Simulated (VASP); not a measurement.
Write the native input for VASP 6.6.1 that does the following.

```
Task                   : single point
Functional             : r2SCAN
Potentials or basis    : VASP PAW PBE potentials, release 64 (W_sv, S)
Cutoff                 : 520 eV
k mesh                 : 14 × 14 × 14
Occupations            : gaussian, width 0.1 eV
Spin                   : no spin polarisation
Dipole correction      : no
Further INCAR settings : ALGO = Normal; EDIFF = 1e-07; NBANDS = 17
```

WS:

```
W S
1.0
     0.00000    2.44991    2.44991
     2.44991    0.00000    2.44991
     2.44991    2.44991    0.00000
W S
1 1
Direct
  0.00000 0.00000 0.00000
  0.50000 0.50000 0.50000
```

These files were run (other wordings do the same):

POSCAR

```
WS
1.0
    0.0000000000      2.4499136187      2.4499136187
    2.4499136187      0.0000000000      2.4499136187
    2.4499136187      2.4499136187      0.0000000000
W S
1 1
Direct
    0.0000000000      0.0000000000      0.0000000000
    0.5000000000      0.5000000000      0.5000000000
```

INCAR.step1

```
SYSTEM = WS
ALGO = Normal
EDIFF = 1E-4
ENCUT = 520
GGA = PE
ISMEAR = 0
LASPH = .TRUE.
LCHARG = .FALSE.
LREAL = .FALSE.
LWAVE = .TRUE.
NBANDS = 17
NELM = 60
PREC = Accurate
SIGMA = 0.1
```

INCAR.step2

```
SYSTEM = WS
ALGO = Normal
EDIFF = 1E-7
ENCUT = 520
ISIF = 2
ISMEAR = 0
ISTART = 1
LASPH = .TRUE.
LCHARG = .FALSE.
LMIXTAU = .TRUE.
LREAL = .FALSE.
LWAVE = .FALSE.
METAGGA = R2SCAN
NBANDS = 17
NELM = 60
PREC = Accurate
SIGMA = 0.1
```

KPOINTS

```
k-points
0
G
  14 14 14
  0 0 0
```

Potentials or basis: VASP PAW PBE potentials, release 64 (W_sv, S).

Launch:

```sh
$ cat potpaw_PBE.64/W_sv/POTCAR potpaw_PBE.64/S/POTCAR > POTCAR
$ cp INCAR.step1 INCAR
$ mpirun -np 1 vasp_std > vasp.out
$ cp INCAR.step2 INCAR
$ mpirun -np 1 vasp_std > vasp.out
```

It gave:

```json
{"Pressure": "4.9 GPa", "Band gap on the k mesh": "zero (bands 10 and 11 overlap by 3.65 eV)"}
```

Caveat: the cell stands under pressure; the PAW data sets were made with another functional, which shifts forces and pressure a little; spin-orbit coupling is left out, which moves the levels of the heavy elements.

Run time: 86 s on 1 thread of Intel(R) Xeon(R) 6975P-C (Granite Rapids), with other jobs on the host, peak memory 0.2 GiB.
